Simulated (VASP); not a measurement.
# SiO2 (P6_422) in VASP: electric field gradients with PBE

Aim: the electric field gradients of SiO2 with PBE.

Everything below comes from runs of VASP 6.6.1. Logs are shortened: lines on timing, memory, paths and dates and some standing lists are left out, and cuts for length are marked.

### Step 1. The cell of the first run

Symmetry: P6_422, No. 181, hexagonal system. Conventional cell: a = 5.061 Å, b = 5.061 Å, c = 5.541 Å, α = 90.00°, β = 90.00°, γ = 120.00°. Within 2.1 Å of Si (site symmetry 222) lie 4 O at 1.61 Å. O (site symmetry 2) has 2 Si at 1.61 Å within 2.1 Å.

### Step 2. Electric field gradients, PBE

File INCAR:

```
SYSTEM = SiO2
PREC = Accurate
ENCUT = 520
EDIFF = 1E-8
ISMEAR = -1
SIGMA = 0.02
LREAL = .False.
LASPH = .True.
NELM = 100
ALGO = Normal
ISIF = 2
LWAVE = .False.
LCHARG = .False.
GGA = PE
LEFG = .True.
NBANDS = 34
```

File KPOINTS:

```
Automatic mesh
0
Gamma
  4 4 4
  0 0 0
```

File POSCAR:

```
SiO2
1.0
    5.0605222284      0.0000000000      0.0000000000
   -2.5302611142      4.3825408062      0.0000000000
    0.0000000000      0.0000000000      5.5413533100
Si O
3 6
Direct
    0.0000000000      0.5000000000      0.3333333333
    0.5000000000      0.5000000000      0.6666666667
    0.5000000000      0.0000000000      0.0000000000
    0.5827892600      0.7913946300      0.8333333333
    0.7913946300      0.5827892600      0.5000000000
    0.7913946300      0.2086053700      0.1666666667
    0.4172107400      0.2086053700      0.8333333333
    0.2086053700      0.4172107400      0.5000000000
    0.2086053700      0.7913946300      0.1666666667
```

Potentials or basis: VASP PAW PBE potentials, release 64 (Si, O).

Run with:

```sh
cat potpaw_PBE.64/Si/POTCAR potpaw_PBE.64/O/POTCAR > POTCAR
mpirun -np 1 vasp_std > vasp.out
```

OUTCAR:

```text
SYSTEM = SiO2
   PREC = Accurate
   ENCUT = 520
   EDIFF = 1E-8
   ISMEAR = -1
   LREAL = .False.
   LASPH = .True.
   NELM = 100
   ISIF = 2
   GGA = PE

 ion  position               nearest neighbor table
   1  0.000  0.500  0.333-   6 1.61   9 1.61   8 1.61   5 1.61   3 3.13   3 3.13   2 3.13   2 3.13

   2  0.500  0.500  0.667-   4 1.61   7 1.61   5 1.61   8 1.61   3 3.13   3 3.13   1 3.13   1 3.13

   3  0.500  0.000  0.000-   4 1.61   7 1.61   6 1.61   9 1.61   1 3.13   2 3.13   2 3.13   1 3.13

   4  0.583  0.791  0.833-   2 1.61   3 1.61
   5  0.791  0.583  0.500-   1 1.61   2 1.61
   6  0.791  0.209  0.167-   1 1.61   3 1.61
   7  0.417  0.209  0.833-   2 1.61   3 1.61
   8  0.209  0.417  0.500-   1 1.61   2 1.61
   9  0.209  0.791  0.167-   1 1.61   3 1.61

  LATTYP: Found a hexagonal cell.
 ALAT       =     5.0605222284
 C/A-ratio  =     1.0950160991

  Lattice vectors:

 A1 = (   5.0605222284,   0.0000000000,   0.0000000000)
 A2 = (  -2.5302611142,   4.3825408062,   0.0000000000)
 A3 = (   0.0000000000,   0.0000000000,   5.5413533100)

Analysis of symmetry for initial positions (statically):
=====================================================================
 Subroutine PRICEL returns:
 Original cell was already a primitive cell.

 Routine SETGRP: Setting up the symmetry group for a
 hexagonal supercell.

 Subroutine GETGRP returns: Found 12 space group operations
 (whereof  4 operations were pure point group operations)
 out of a pool of 24 trial point group operations.

The static configuration has the point symmetry D_2 .
 The point group associated with its full space group is D_6 .

Analysis of symmetry for dynamics (positions and initial velocities):
=====================================================================
 Subroutine PRICEL returns:
 Original cell was already a primitive cell.

 Routine SETGRP: Setting up the symmetry group for a
 hexagonal supercell.

 Subroutine GETGRP returns: Found 12 space group operations
 (whereof  4 operations were pure point group operations)
 out of a pool of 24 trial point group operations.

The dynamic configuration has the point symmetry D_2 .
 The point group associated with its full space group is D_6 .

 Subroutine INISYM returns: Found 12 space group operations
 (whereof  4 operations are pure point group operations),
 and found     1 'primitive' translations

----------------------------------------------------------------------------------------

                                     Primitive cell

  volume of cell :     122.8958

  direct lattice vectors                    reciprocal lattice vectors
     5.060522228  0.000000000  0.000000000     0.197608064  0.114089069  0.000000000
    -2.530261114  4.382540806  0.000000000     0.000000000  0.228178138  0.000000000
     0.000000000  0.000000000  5.541353310     0.000000000  0.000000000  0.180461332

  length of vectors
     5.060522228  5.060522228  5.541353310     0.228178138  0.228178138  0.180461332

  position of ions in fractional coordinates (direct lattice)
     0.000000000  0.500000000  0.333333333
     0.500000000  0.500000000  0.666666667
     0.500000000  0.000000000  0.000000000
     0.582789260  0.791394630  0.833333333
     0.791394630  0.582789260  0.500000000
     0.791394630  0.208605370  0.166666667
     0.417210740  0.208605370  0.833333333
     0.208605370  0.417210740  0.500000000
     0.208605370  0.791394630  0.166666667

  ion indices of the primitive-cell ions
   primitive index   ion index
                 1           1
                 2           2
                 3           3
                 4           4
                 5           5
                 6           6
                 7           7
                 8           8
                 9           9

----------------------------------------------------------------------------------------
[... 66 lines left out ...]
   TEBEG  =    0.0;   TEEND  =   0.0 temperature during run
   PSTRESS=    0.0 pullay stress
   NELECT =      48.0000    total number of electrons
   NUPDOWN=      -1.0000    fix difference up-down
   EMIN   =  10.00;   EMAX   =-10.00  energy-range for DOS
   EFERMI =   0.00;   METHOD = LEGACY
   ISMEAR =    -1;   SIGMA  =   0.02  broadening in eV -4-tet -1-fermi 0-gaus
   EFERMI_NEDOS =   21; number of points for ismear=-14 and -15
   IALGO  =     38    algorithm
   IMIX   =      4    mixing-type and parameters
     AMIX     =   0.40;   BMIX     =  1.00
     AMIX_MAG =   1.60;   BMIX_MAG =  1.00
  volume/ion in A,a.u.               =      13.66        92.15
  Fermi-wavevector in a.u.,A,eV,Ry     =   1.196675  2.261388 19.483963  1.432031
  Thomas-Fermi vector in A             =   2.332609
   LORBIT       =      0    0 simple, 1 ext, 2 COOP (PROOUT), +10 PAW based schemes
   GGA     = PE    functional components
   LHFCALC =     F    Hartree Fock is set to
   AEXX    =    0.0000 exact exchange contribution
   IVDW    =     0    specifies the selected vdW correction
   LEPSILON=     F    determine dielectric tensor
   LRPA    =     F    only Hartree local field effects (RPA)
 non-spin polarized calculation
  energy-cutoff  :      520.00
  volume of cell :      122.90
 maximum number of plane-waves:      3344
 NGX is ok and might be reduce to    40
   NGX = 19   NGY = 19   NGZ = 21

 number of electron      47.9999976 magnetization

 Free energy of the ion-electron system (eV)
  ---------------------------------------------------
  ext. energy  EPLUGINS =         0.00000000
  ---------------------------------------------------
  free energy    TOTEN  =       -71.06827578 eV

  energy without entropy =      -71.06827578  energy(sigma->0) =      -71.06827578

 E-fermi :   0.9744     XC(G=0):  -8.7130

 val. band max:        0.5265107690   @ k =   0.5000   0.0000   0.0000
 cond. band min:       6.2473068175   @ k =   0.0000   0.0000   0.0000
 fundamental gap:      5.7207960485
 Fermi energy:         0.9744481997

 k-point     1 :       0.0000    0.0000    0.0000
  band No.  band energies     occupation
      1     -18.9077      2.00000
      2     -17.4481      2.00000
      3     -17.4481      2.00000
      4     -16.8514      2.00000
      5     -16.7987      2.00000
      6     -16.7987      2.00000
[... 433 lines left out ...]
     33      11.8378      0.00000
     34      12.2580      0.00000

------------------------ aborting loop because EDIFF is reached ----------------------------------------

  FORCE on cell =-STRESS in cart. coord.  units (eV):
  Direction    XX          YY          ZZ          XY          YZ          ZX
  --------------------------------------------------------------------------------------
  -------------------------------------------------------------------------------------
  Total        3.9137637      3.9137637      3.8824878      0.0000000     -0.0000000      0.0000000
  in kB       51.0232403     51.0232403     50.6155011      0.0000000     -0.0000000      0.0000000
  external PRESSURE =      50.8873273 kB  Pullay stress =       0.0000000 kB

 VOLUME and BASIS-vectors are now :
 -----------------------------------------------------------------------------
  energy-cutoff  :      520.00
  volume of cell :      122.90
      direct lattice vectors                 reciprocal lattice vectors
     5.060522228  0.000000000  0.000000000     0.197608064  0.114089069  0.000000000
    -2.530261114  4.382540806  0.000000000     0.000000000  0.228178138  0.000000000
     0.000000000  0.000000000  5.541353310     0.000000000  0.000000000  0.180461332

 POSITION                                       TOTAL-FORCE (eV/Angst)
 -----------------------------------------------------------------------------------
     -1.26513      2.19127      1.84712        -0.000000     -0.000000     -0.000000
      1.26513      2.19127      3.69424        -0.000000     -0.000000     -0.000000
      2.53026      0.00000      0.00000        -0.000000     -0.000000      0.000000
      0.94678      3.46832      4.61779         0.203902      0.117723      0.000000
      2.53026      2.55410      2.77068        -0.000000      0.235446      0.000000
      3.47704      0.91422      0.92356         0.203902     -0.117723      0.000000
      1.58348      0.91422      4.61779        -0.203902     -0.117723     -0.000000
      0.00000      1.82844      2.77068        -0.000000     -0.235446      0.000000
     -0.94678      3.46832      0.92356        -0.203902      0.117723      0.000000
 -----------------------------------------------------------------------------------
    total drift:                                0.000000     -0.000000     -0.000001

  FREE ENERGIE OF THE ION-ELECTRON SYSTEM (eV)
  ---------------------------------------------------
  free  energy   TOTEN  =       -71.0682757763 eV

  energy  without entropy=      -71.0682757763  energy(sigma->0) =      -71.06827578

 Electric field gradients (V/A^2)
---------------------------------------------------------------------
 ion       V_xx      V_yy      V_zz      V_xy      V_xz      V_yz
---------------------------------------------------------------------
   1      -3.019     4.673    -1.654    -6.662    -0.000    -0.000
   2      -3.019     4.673    -1.654     6.662     0.000    -0.000
   3       8.519    -6.866    -1.654    -0.000    -0.000     0.000
   4     -21.405    21.657    -0.252   -37.294   -33.729    58.421
   5      43.189   -42.937    -0.252    -0.000   -67.458     0.000
   6     -21.405    21.657    -0.253    37.293    33.729    58.421
   7     -21.405    21.657    -0.252   -37.294    33.729   -58.421
   8      43.189   -42.937    -0.252    -0.000    67.458    -0.000
   9     -21.405    21.657    -0.253    37.293   -33.729   -58.421
---------------------------------------------------------------------

 Electric field gradients after diagonalization (V/A^2)
 (convention: |V_zz| > |V_xx| > |V_yy|)
----------------------------------------------------------------------
 ion       V_xx      V_yy      V_zz     asymmetry (V_yy - V_xx)/ V_zz
----------------------------------------------------------------------
   1      -6.866    -1.654     8.519       0.612
   2      -6.865    -1.654     8.519       0.612
   3      -6.866    -1.654     8.519       0.612
   4     -49.401   -42.937    92.337       0.070
   5     -49.401   -42.937    92.337       0.070
   6     -49.401   -42.936    92.337       0.070
   7     -49.401   -42.937    92.337       0.070
   8     -49.401   -42.937    92.337       0.070
   9     -49.401   -42.936    92.337       0.070
----------------------------------------------------------------------

           NMR quadrupolar parameters

 Cq : quadrupolar parameter    Cq=e*Q*V_zz/h
 eta: asymmetry parameters     (V_yy - V_xx)/ V_zz
 Q  : nuclear electric quadrupole moment in mb (millibarn)
----------------------------------------------------------------------
 ion       Cq(MHz)       eta       Q (mb)
----------------------------------------------------------------------
   1       0.021       0.612       1.000
   2       0.021       0.612       1.000
   3       0.021       0.612       1.000
   4       0.223       0.070       1.000
   5       0.223       0.070       1.000
   6       0.223       0.070       1.000
   7       0.223       0.070       1.000
   8       0.223       0.070       1.000
   9       0.223       0.070       1.000
----------------------------------------------------------------------
```

Run time: 40 s. Hardware: 1 thread of Intel Xeon Platinum 8375C at 2.90GHz (Ice Lake), shared host; peak memory 0.24 GiB.

Results:

```yaml
Free_energy: -71.0683 eV
Pressure: 5.1 GPa
Largest_force: 0.235 eV/Å
Band_gap_on_the_k_mesh: 5.72 eV (least direct gap 5.91 eV)
Largest_electric_field_gradient_by_atom: Si +8.5; O +92.3 V/Å²
```

Forces on the atoms (eV/Å):
```
Si   0.000  0.000  0.000
Si   0.000  0.000  0.000
Si   0.000  0.000  0.000
O    0.204  0.118  0.000
O    0.000  0.235  0.000
O    0.204 -0.118  0.000
O   -0.204 -0.118  0.000
O    0.000 -0.235  0.000
O   -0.204  0.118  0.000
```

Electric field gradients, principal values (V/Å²):
| atom | least | middle | greatest (by size) |
| --- | --- | --- | --- |
| 1 Si | -1.654 | -6.866 | 8.519 |
| 2 Si | -1.654 | -6.865 | 8.519 |
| 3 Si | -1.654 | -6.866 | 8.519 |
| 4 O | -42.937 | -49.401 | 92.337 |
| 5 O | -42.937 | -49.401 | 92.337 |
| 6 O | -42.936 | -49.401 | 92.337 |
| 7 O | -42.937 | -49.401 | 92.337 |
| 8 O | -42.937 | -49.401 | 92.337 |
| 9 O | -42.936 | -49.401 | 92.337 |

Caveat: the cell stands under pressure; without QUAD_EFG the Cq values of the log hold for a quadrupole moment of 1 mb, not for the nuclei. A k mesh can miss the band edges.
